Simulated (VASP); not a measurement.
# Mg (Pm-3m) in VASP: notebook, part 2 of 2

VASP 6.6.1. The steps go on from the part before.

### Step 3. Single point, r2SCAN

This run uses another cell than the first one, of 26.58 Å³/atom, 0.985 times its volume.

POSCAR

```
Mg
1.0
    2.9844248895      0.0000000000      0.0000000000
    0.0000000000      2.9844248895      0.0000000000
    0.0000000000      0.0000000000      2.9844248895
Mg
1
Direct
    0.0000000000      0.0000000000      0.0000000000
```

INCAR.step1

```
ALGO = Normal ; EDIFF = 1E-5
ENCUT = 660 ; GGA = PE
GGA_COMPAT = F ; ISMEAR = -1
LASPH = T ; LCHARG = F
LREAL = F ; LWAVE = T
NBANDS = 7 ; NELM = 120
PREC = Accurate ; SIGMA = 0.1
```

INCAR.step2

```
ALGO = Normal ; EDIFF = 1E-6
ENCUT = 660 ; GGA_COMPAT = F
ISIF = 2 ; ISMEAR = -1
ISTART = 1 ; LASPH = T
LCHARG = T ; LELF = T
LMIXTAU = T ; LREAL = F
LVHAR = T ; LWAVE = F
METAGGA = R2SCAN ; NBANDS = 7
NELM = 120 ; PREC = Accurate
SIGMA = 0.1
```

KPOINTS

```
k-points
0
Gamma
  6 6 6
```

Potentials or basis: VASP PAW PBE potentials, release 64 (Mg).

Started as:

```
cat potpaw_PBE.64/Mg/POTCAR > POTCAR
cp INCAR.step1 INCAR
mpirun -np 1 vasp_std > vasp.out
cp INCAR.step2 INCAR
mpirun -np 1 vasp_std > vasp.out
```

It took 12 s on 1 thread of Intel Xeon 6975P-C (Granite Rapids), shared host; peak memory 0.15 GiB.

Results (log left out):

- Free energy: -3.6849 eV
- Pressure: 0.3 GPa
- Band gap on the k mesh: zero (band 1 reaches 6.94 eV, above the bottom of band 2 at -0.40 eV)

Levels at points of the mesh, in eV from the Fermi level:
```csv
k point,band 1,band 2,band 3,band 4,band 5,band 6
"(0.00, 0.00, 0.00)",-6.74,8.85,8.85,10.55,10.55,10.55
"(0.50, 0.00, 0.00)",-2.34,-2.24,11.52,14.34,14.34,14.37
"(0.50, 0.50, 0.00)",1.46,1.46,2.66,2.77,17.08,17.08
"(0.50, 0.50, 0.50)",5.11,5.11,5.11,6.14,6.14,6.14
```

Caveat: the PAW data sets were made with another functional, which shifts forces and pressure a little.

### Step 4. Single point, r2SCAN

POSCAR

```
Mg
1.0
    2.9994979981      0.0000000000      0.0000000000
    0.0000000000      2.9994979981      0.0000000000
    0.0000000000      0.0000000000      2.9994979981
Mg
1
Direct
    0.0000000000      0.0000000000      0.0000000000
```

INCAR.step1

```
  PREC = Accurate
  ENCUT = 660
  ISMEAR = -1
  SIGMA = 0.1
  LREAL = F
  LASPH = T
  NELM = 120
  NBANDS = 7
  GGA = PE
  ALGO = Normal
  EDIFF = 1E-5
  LWAVE = T
  LCHARG = F
  GGA_COMPAT = F
```

INCAR.step2

```
  PREC = Accurate
  ENCUT = 660
  EDIFF = 1E-6
  ISMEAR = -1
  SIGMA = 0.1
  LREAL = F
  LASPH = T
  NELM = 120
  ALGO = Normal
  ISIF = 2
  LWAVE = F
  LCHARG = F
  METAGGA = R2SCAN
  LMIXTAU = T
  NBANDS = 7
  ISTART = 1
  GGA_COMPAT = F
```

KPOINTS

```
regular mesh
0
Gamma
  6 6 6
```

Started as:

```
cat potpaw_PBE.64/Mg/POTCAR > POTCAR
cp INCAR.step1 INCAR
mpirun -np 1 vasp_std > vasp.out
cp INCAR.step2 INCAR
mpirun -np 1 vasp_std > vasp.out
```

Run time: 11 s. Hardware: 1 thread of Intel Xeon 6975P-C (Granite Rapids), shared host; peak memory 0.16 GiB.

Results (log left out):

```yaml
Free_energy: -3.6851 eV
Pressure: -0.1 GPa
Band_gap_on_the_k_mesh: zero (band 1 reaches 6.80 eV, above the bottom of band 2 at -0.44 eV)
```

Levels at points of the mesh, in eV from the Fermi level:
```tsv
k point	band 1	band 2	band 3	band 4
(0.00, 0.00, 0.00)	-6.68	8.80	8.80	10.44
(0.50, 0.00, 0.00)	-2.34	-2.20	11.44	14.20
(0.50, 0.50, 0.00)	1.45	1.45	2.59	2.79
(0.50, 0.50, 0.50)	5.04	5.04	5.04	6.12
```

Caveat: the PAW data sets were made with another functional, which shifts forces and pressure a little.

### Step 5. Single point, r2SCAN

This run uses another cell than the first one, of 27.39 Å³/atom, 1.015 times its volume.

POSCAR

```
Mg
1.0
    3.0144211194      0.0000000000      0.0000000000
    0.0000000000      3.0144211194      0.0000000000
    0.0000000000      0.0000000000      3.0144211194
Mg
1
Direct
    0.0000000000      0.0000000000      0.0000000000
```

INCAR.step1

```
PREC = Accurate ; ENCUT = 660
ISMEAR = -1 ; SIGMA = 0.1
LREAL = False ; LASPH = True
NELM = 120 ; NBANDS = 7
GGA = PE ; ALGO = Normal
EDIFF = 1E-5 ; LWAVE = True
LCHARG = False ; GGA_COMPAT = False
```

INCAR.step2

```
PREC = Accurate ; ENCUT = 660
EDIFF = 1E-6 ; ISMEAR = -1
SIGMA = 0.1 ; LREAL = False
LASPH = True ; NELM = 120
ALGO = Normal ; ISIF = 2
LWAVE = False ; LCHARG = False
METAGGA = R2SCAN ; LMIXTAU = True
NBANDS = 7 ; ISTART = 1
GGA_COMPAT = False
```

KPOINTS is that of step 4.

Potentials or basis: VASP PAW PBE potentials, release 64 (Mg).

Started as:

```
cat potpaw_PBE.64/Mg/POTCAR > POTCAR
cp INCAR.step1 INCAR
mpirun -np 1 vasp_std > vasp.out
cp INCAR.step2 INCAR
mpirun -np 1 vasp_std > vasp.out
```

OUTCAR:

```text
PREC = Accurate
   ENCUT = 660
   EDIFF = 1E-6
   ISMEAR = -1
   LREAL = False
   LASPH = True
   NELM = 120
   ISIF = 2
   METAGGA = R2SCAN
   ISTART = 1

 ion  position               nearest neighbor table
   1  0.000  0.000  0.000-

  LATTYP: Found a simple cubic cell.
 ALAT       =     3.0144211194

  Lattice vectors:

 A1 = (   3.0144211194,   0.0000000000,   0.0000000000)
[... 372 lines left out ...]
      4       7.7822      0.00000
      5       7.7822      0.00000
      6       7.7822      0.00000
      7      10.5849      0.00000

------------------------ aborting loop because EDIFF is reached ----------------------------------------

  FORCE on cell =-STRESS in cart. coord.  units (eV):
  Direction    XX          YY          ZZ          XY          YZ          ZX
  --------------------------------------------------------------------------------------
  -------------------------------------------------------------------------------------
  Total       -0.0612599     -0.0612599     -0.0612599     -0.0000000     -0.0000000      0.0000000
  in kB       -3.5832325     -3.5832325     -3.5832325     -0.0000000     -0.0000000      0.0000000
  external PRESSURE =      -3.5832325 kB  Pullay stress =       0.0000000 kB

 VOLUME and BASIS-vectors are now :
 -----------------------------------------------------------------------------
  energy-cutoff  :      660.00
  volume of cell :       27.39
      direct lattice vectors                 reciprocal lattice vectors
     3.014421119  0.000000000  0.000000000     0.331738652  0.000000000  0.000000000
     0.000000000  3.014421119  0.000000000     0.000000000  0.331738652  0.000000000
     0.000000000  0.000000000  3.014421119     0.000000000  0.000000000  0.331738652

 POSITION                                       TOTAL-FORCE (eV/Angst)
 -----------------------------------------------------------------------------------
      0.00000      0.00000      0.00000         0.000000      0.000000      0.000000
 -----------------------------------------------------------------------------------
    total drift:                               -0.000000     -0.000000     -0.000000

  FREE ENERGIE OF THE ION-ELECTRON SYSTEM (eV)
  ---------------------------------------------------
  free  energy   TOTEN  =        -3.6846012701 eV

  energy  without entropy=       -3.6561892016  energy(sigma->0) =       -3.67039524
```

OUTCAR.step1:

```text
PREC = Accurate
   ENCUT = 660
   ISMEAR = -1
   LREAL = False
   LASPH = True
   NELM = 120
[... 408 lines left out ...]
 POSITION                                       TOTAL-FORCE (eV/Angst)
 -----------------------------------------------------------------------------------
      0.00000      0.00000      0.00000         0.000000      0.000000      0.000000
 -----------------------------------------------------------------------------------
    total drift:                               -0.000000      0.000000      0.000000

  FREE ENERGIE OF THE ION-ELECTRON SYSTEM (eV)
  ---------------------------------------------------
  free  energy   TOTEN  =        -1.1298274947 eV

  energy  without entropy=       -1.1031053474  energy(sigma->0) =       -1.11646642
```

OSZICAR.step1:

```text
N       E                     dE             d eps       ncg     rms          rms(c)
DAV:   1    -0.344239477475E+00   -0.34424E+00   -0.75879E+02   294   0.227E+02
DAV:   2    -0.113657705376E+01   -0.79234E+00   -0.77711E+00   350   0.122E+01
DAV:   3    -0.113968691024E+01   -0.31099E-02   -0.31093E-02   371   0.891E-01
DAV:   4    -0.113969138102E+01   -0.44708E-05   -0.44709E-05   406   0.239E-02
DAV:   5    -0.113969138352E+01   -0.25013E-08   -0.26500E-08   385   0.637E-04    0.527E-01
DAV:   6    -0.113443954608E+01    0.52518E-02   -0.93839E-04   294   0.134E-01    0.336E-01
DAV:   7    -0.112981757047E+01    0.46220E-02   -0.38954E-03   301   0.248E-01    0.214E-02
DAV:   8    -0.112982759721E+01   -0.10027E-04   -0.31039E-05   371   0.296E-02    0.553E-03
DAV:   9    -0.112982749468E+01    0.10253E-06   -0.12008E-06   154   0.417E-03
   1 F= -.11298275E+01 E0= -.11164664E+01  d E =-.267221E-01
```

Run time: 12 s. Hardware: 1 thread of Intel Xeon 6975P-C (Granite Rapids), shared host; peak memory 0.15 GiB.

Results:

- Free energy: -3.6846 eV
- Pressure: -0.4 GPa
- Band gap on the k mesh: zero (band 1 reaches 6.67 eV, above the bottom of band 2 at -0.47 eV)

Levels at points of the mesh, in eV from the Fermi level:
```
           k point  band 1  band 2  band 3  band 4
(0.00, 0.00, 0.00)   -6.61    8.75    8.75   10.34
(0.50, 0.00, 0.00)   -2.33   -2.16   11.37   14.04
(0.50, 0.50, 0.00)    1.43    1.43    2.53    2.82
(0.50, 0.50, 0.50)    4.98    4.98    4.98    6.09
```

Caveat: the PAW data sets were made with another functional, which shifts forces and pressure a little.

### Step 6. Summary

```csv
cell,gap on the mesh (eV),pressure (GPa)
"a = 2.999 Å, 1 atom",none,-0.1
"a = 2.984 Å, 1 atom",none,0.3
"a = 3.014 Å, 1 atom",none,-0.4
```

Alike in all rows: task single point; level r2SCAN; potentials or basis VASP PAW PBE potentials, release 64 (Mg); no spin polarisation; k mesh 6 × 6 × 6; cutoff (eV) 660; smearing fermi-dirac 0.1 eV.

Caveats: the PAW data sets were made with another functional, which shifts forces and pressure a little.

Total energies depend on the potentials used, so only differences within one code and one set of settings carry meaning.
